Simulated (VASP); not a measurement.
Runs of VASP 6.6.1 on KScSe2. The structure is that of space group Pmmn (No. 59), or close to it. The cells are those of the table. 

```tsv
cell	gap on the mesh (eV)	pressure (GPa)	largest force (eV/Å)
a = 3.892, b = 5.870, c = 9.093 Å, 8 atoms	(a)	1.7	0.18
a = 3.970, b = 5.989, c = 9.277 Å, 8 atoms	1.36	-1.2	0.13
a = 3.851, b = 5.809, c = 8.999 Å, 8 atoms	1.28	3.5	0.35
a = 3.931, b = 5.930, c = 9.186 Å, 8 atoms	1.35	(b)	0.02
```

Alike in all rows: task single point; level PBE; potentials or basis VASP PAW PBE potentials, release 64 (K_sv, Se, Sc_sv); no spin polarisation; k mesh 6 × 4 × 2; cutoff (eV) 520; smearing gaussian 0.01 eV.

Fill in the values left out.

(a) 1.32; (b) 0.1.

Caveats: the cell stands under pressure (at least some runs).

A k mesh can miss the band edges, and the runs leave out spin-orbit coupling on Se.
